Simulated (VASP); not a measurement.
# Re: single point with PBE

Re:

```
CELL_PARAMETERS angstrom
2.76534 0.00000 0.00000
-1.38267 2.39485 0.00000
0.00000 0.00000 4.47358
ATOMIC_POSITIONS crystal
Re 0.27931 0.62526 0.25000
Re 0.72069 0.62475 0.75000
```

| Item | Value |
| --- | --- |
| Program | VASP 6.6.1 |
| Task | single point |
| Functional | PBE |
| Potentials or basis | VASP PAW PBE potentials, release 64 (Re) |
| Cutoff | 520 eV |
| k mesh | 9 × 9 × 5 |
| Occupations | fermi-dirac, width 0.05 eV |
| Spin | no spin polarisation |

- Pressure: 12.4 GPa
- Largest force: 0.053 eV/Å
- Band gap on the k mesh: zero (band 7 reaches 10.66 eV, above the bottom of band 8 at 6.99 eV)

Forces on the atoms (eV/Å):
```
Re   0.050  0.018  0.000
Re  -0.050 -0.018  0.000
```

Stress tensor (GPa, compression positive):
```
26.27  0.05  0.00
 0.05 -8.95  0.00
 0.00  0.00 19.94
```

Levels at points of the mesh, in eV from the Fermi level:
```csv
k point,band 4,band 5,band 6,band 7,band 8,band 9,band 10,band 11
"(0.00, 0.00, 0.00)",-2.55,-1.80,-1.33,-0.81,-0.78,-0.11,0.05,2.27
```

It took 23 s on 1 thread of Intel(R) Xeon(R) Platinum 8488C (Sapphire Rapids), with other jobs on the host, peak memory 0.18 GiB.

Caveat: spin-orbit coupling is left out, which moves the levels of the heavy elements.
